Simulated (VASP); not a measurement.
# C (Cmmm) in VASP: further runs, part 2 of 2

VASP 6.6.1.

**3. Single point, PBEsol+D3(BJ)**

Input file INCAR:

```
SYSTEM = C
  ALGO = Normal
  EDIFF = 1E-6
  ENCUT = 520
  GGA = PS
  ISIF = 2
  ISMEAR = 0
  IVDW = 12
  LASPH = .True.
  LCHARG = .False.
  LREAL = .False.
  LWAVE = .False.
  NBANDS = 11
  NELM = 80
  PREC = Accurate
  SIGMA = 0.15
```

Input file KPOINTS:

```
k-points
0
Gamma
  21 21 12
  0 0 0
```

Input file POSCAR:

```
C
1.0
    2.4780568104      0.0000000000      0.0000000000
   -1.2390284052      2.1460601498      0.0000000000
    0.0000000000      0.0000000000      3.5587769439
C
2
Direct
    0.3427300877      0.6854601753      0.0000000000
    0.6572699123      0.3145398247      0.0000000000
```

Potentials or basis: VASP PAW PBE potentials, release 64 (C).

The run is started by

```sh
$ cat potpaw_PBE.64/C/POTCAR > POTCAR
$ mpirun -np 1 vasp_std > vasp.out
```

OUTCAR:

```text
SYSTEM = C
   EDIFF = 1E-6
   ENCUT = 520
   GGA = PS
   ISIF = 2
   ISMEAR = 0
   IVDW = 12
   LASPH = .True.
   LREAL = .False.
   NELM = 80
   PREC = Accurate
 IVDW          = 12

 ion  position               nearest neighbor table
   1  0.343  0.685  0.000-   2 1.35   2 1.47   2 1.47
   2  0.657  0.315  0.000-   1 1.35   1 1.47   1 1.47

  LATTYP: Found a hexagonal cell.
 ALAT       =     2.4780568104
 C/A-ratio  =     1.4361159635

  Lattice vectors:

 A1 = (   2.4780568104,   0.0000000000,   0.0000000000)
 A2 = (  -1.2390284052,   2.1460601498,   0.0000000000)
[... 522 lines left out ...]

 Edisp (eV)   -0.20681

 E8    (eV) :    -0.1004

  FORCE on cell =-STRESS in cart. coord.  units (eV):
  Direction    XX          YY          ZZ          XY          YZ          ZX
  --------------------------------------------------------------------------------------
  -------------------------------------------------------------------------------------
  Total      -1.49131     0.44484    -0.04046     0.00000     0.00000     0.00000
  in kB    -126.24837    37.65849    -3.42483     0.00000     0.00000     0.00000
  external pressure =      -30.67 kB  Pullay stress =        0.00 kB

 VOLUME and BASIS-vectors are now :
 -----------------------------------------------------------------------------
  energy-cutoff  :      520.00
  volume of cell :       18.93
      direct lattice vectors                 reciprocal lattice vectors
     2.478056810  0.000000000  0.000000000     0.403541999  0.232985082  0.000000000
    -1.239028405  2.146060150  0.000000000     0.000000000  0.465970164  0.000000000
     0.000000000  0.000000000  3.558776944     0.000000000  0.000000000  0.280995414

 POSITION                                       TOTAL-FORCE (eV/Angst)
 -----------------------------------------------------------------------------------
      0.00000      1.47104      0.00000         0.000000     -4.579816      0.000000
      1.23903      0.67502      0.00000        -0.000000      4.579816     -0.000000
 -----------------------------------------------------------------------------------
    total drift:                               -0.000000      0.000000     -0.000000

  FREE ENERGIE OF THE ION-ELECTRON SYSTEM (eV)
  ---------------------------------------------------
  free  energy   TOTEN  =       -19.2966912305 eV

  energy  without entropy=      -19.2959626550  energy(sigma->0) =      -19.29632694
```

OSZICAR:

```text
N       E                     dE             d eps       ncg     rms          rms(c)
DAV:   1     0.506197276441E+01    0.50620E+01   -0.43672E+03 19085   0.656E+02
DAV:   2    -0.196615486666E+02   -0.24724E+02   -0.23557E+02 24806   0.130E+02
DAV:   3    -0.202632299531E+02   -0.60168E+00   -0.60039E+00 24044   0.168E+01
DAV:   4    -0.202655371169E+02   -0.23072E-02   -0.23069E-02 21584   0.124E+00
DAV:   5    -0.202655464956E+02   -0.93787E-05   -0.93786E-05 23363   0.725E-02    0.635E+00
DAV:   6    -0.193720271801E+02    0.89352E+00   -0.71293E-01 21371   0.509E+00    0.364E+00
DAV:   7    -0.190870207762E+02    0.28501E+00   -0.82013E-01 21852   0.547E+00    0.957E-01
DAV:   8    -0.190902241682E+02   -0.32034E-02   -0.24205E-02 20537   0.101E+00    0.143E-01
DAV:   9    -0.190897788306E+02    0.44534E-03   -0.98345E-04 22010   0.201E-01    0.598E-02
DAV:  10    -0.190898696663E+02   -0.90836E-04   -0.14867E-04 20581   0.820E-02    0.208E-02
DAV:  11    -0.190898770123E+02   -0.73460E-05   -0.91834E-06 21891   0.192E-02    0.317E-03
DAV:  12    -0.190898777016E+02   -0.68932E-06   -0.18289E-06 20618   0.888E-03
   1 F= -.19296691E+02 E0= -.19296327E+02  d E =-.728576E-03
```

stdout:

```text
POSCAR found type information on POSCAR C
 POSCAR found :  1 types and       2 ions
 scaLAPACK will be used
 -----------------------------------------------------------------------------
|                                                                             |
|                                                                             |
|     You enforced a specific xc type in the INCAR file but a different       |
|     I HOPE YOU KNOW WHAT YOU ARE DOING!                                     |
|                                                                             |
 -----------------------------------------------------------------------------

 LDA part: xc-table for (Slater+PW92), standard interpolation
 POSCAR, INCAR and KPOINTS ok, starting setup
 FFT: planning ... GRIDC
 FFT: planning ... GRID_SOFT
 FFT: planning ... GRID
 WAVECAR not read
 entering main loop
```

Wall time 83 s (1 thread of Intel Xeon 6975P-C, shared host); peak memory 0.25 GiB.

What came out:

| Item | Value |
| --- | --- |
| Free energy | -19.2967 eV |
| Pressure | -3.1 GPa |
| Largest force | 4.580 eV/Å |
| Band gap on the k mesh | zero (band 4 reaches 4.02 eV, above the bottom of band 5 at 3.84 eV) |
| Dispersion energy per atom | -0.103 eV |

Forces on the atoms (eV/Å):
```
C    0.000 -4.580  0.000
C    0.000  4.580  0.000
```

Levels at points of the mesh, in eV from the Fermi level:
```
           k point  band 1  band 2  band 3  band 4  band 5  band 6  band 7  band 8  band 9
(0.00, 0.00, 0.00)  -19.40   -6.72   -4.08   -1.73    3.76    6.70    9.65   11.54   12.36
(0.00, 0.00, 0.50)  -19.21   -8.22   -4.06   -1.71    6.75    9.13    9.73   11.26   12.62
```

Caveat: the PAW data sets were made with another functional, which shifts forces and pressure a little.

**4. Single point, PBEsol+D3(BJ)**

This run uses another cell than the first one, of 9.70 Å³/atom, 1.025 times its volume.

Input file INCAR:

```
PREC     = Accurate       # precision mode
ENCUT    = 520            # plane-wave cutoff, eV
EDIFF    = 1E-6           # SCF threshold, eV
ISMEAR   = 0              # smearing method
SIGMA    = 0.15           # smearing width, eV
LREAL    = False          # projectors in reciprocal space
LASPH    = True           # aspherical terms in the spheres
NELM     = 60             # most SCF steps
ALGO     = Normal         # electronic algorithm
ISIF     = 2              # what is computed and relaxed
LWAVE    = False          # write WAVECAR
LCHARG   = False          # write CHGCAR
GGA      = PS             # functional
IVDW     = 12             # dispersion correction
NBANDS   = 11             # bands
```

Input file KPOINTS:

```
Automatic mesh
0
Gamma
  21 21 12
```

Input file POSCAR:

```
C
1.0
    2.4987011397      0.0000000000      0.0000000000
   -1.2493505699      2.1639386634      0.0000000000
    0.0000000000      0.0000000000      3.5884245947
C
2
Direct
    0.3192382018      0.6384764037      0.0000000000
    0.6807617982      0.3615235963      0.0000000000
```

The run is started by

```sh
$ cat potpaw_PBE.64/C/POTCAR > POTCAR
$ mpirun -np 1 vasp_std > vasp.out
```

Wall time 97 s (1 thread of Intel Xeon 6975P-C, shared host); peak memory 0.25 GiB.

The run converged. Its results:

```yaml
Free_energy: -19.1224 eV
Pressure: -7.1 GPa
Largest_force: 5.069 eV/Å
Band_gap_on_the_k_mesh: zero (band 4 reaches 3.96 eV, above the bottom of band 5 at 3.54 eV)
Dispersion_energy_per_atom: -0.102 eV
```

Forces in eV/Å, atoms in the order of the input:
```
C    0.000  5.069  0.000
C    0.000 -5.069  0.000
```

Stress tensor (GPa, compression positive):
```
 -2.55   0.00   0.00
  0.00 -18.31   0.00
  0.00   0.00  -0.53
```

Levels at points of the mesh, in eV from the Fermi level:
```
           k point  band 1  band 2  band 3  band 4  band 5  band 6  band 7  band 8  band 9
(0.00, 0.00, 0.00)  -19.19   -6.58   -4.64   -1.05    3.84    5.80   10.44   11.30   11.77
(0.00, 0.00, 0.50)  -19.00   -8.02   -4.62   -1.01    5.85    9.05   10.52   11.04   12.01
```

Caveat: the PAW data sets were made with another functional, which shifts forces and pressure a little.
